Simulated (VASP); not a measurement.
Al3NiIr, 5 atoms in the cell. It takes space group Pm-3m (No. 221, cubic). The conventional cell has a = 4.321 Å, b = 4.321 Å, c = 4.321 Å, α = 90.00°, β = 90.00°, γ = 90.00°. Al (site symmetry 4/mmm) has 2 Ni at 2.16 Å within 2.9 Å. Within 2.9 Å of Ni (site symmetry m-3m) lie 6 Al at 2.16 Å. Ir (site symmetry m-3m) has 12 Al at 3.06 Å and 8 Ni at 3.74 Å within 4.0 Å. The cell was generated, and may not be a known phase.

```yaml
Program: VASP 6.6.1
Task: relaxation of cell and atoms
Functional: PBE
Potentials_or_basis: VASP PAW PBE potentials, release 64 (Al, Ni, Ir)
Cutoff: 600 eV
k_mesh: 10 × 10 × 10
Occupations: gaussian, width 0.1 eV
Spin: no spin polarisation
Dipole_correction: no
Further_INCAR_settings: ALGO = Fast; EDIFF = 1e-06; IBRION = 2; EDIFFG = -0.01; NSW = 100; ISIF = 3
```

Potentials or basis: VASP PAW PBE potentials, release 64 (Al, Ni, Ir).

Launch:

```bash
$ cat potpaw_PBE.64/Al/POTCAR potpaw_PBE.64/Ni/POTCAR potpaw_PBE.64/Ir/POTCAR > POTCAR
$ mpirun -np 1 vasp_std > vasp.out
```

Hardware: 1 thread of Intel Xeon 8259CL, with other jobs on the host.

Question: Estimate the wall time of this run.

Answer: Wall time 4.5 min on 1 thread of Intel Xeon 8259CL, on a shared host, peak memory 0.31 GiB. Counts: scf iterations 32, k points 56, ion steps 3.
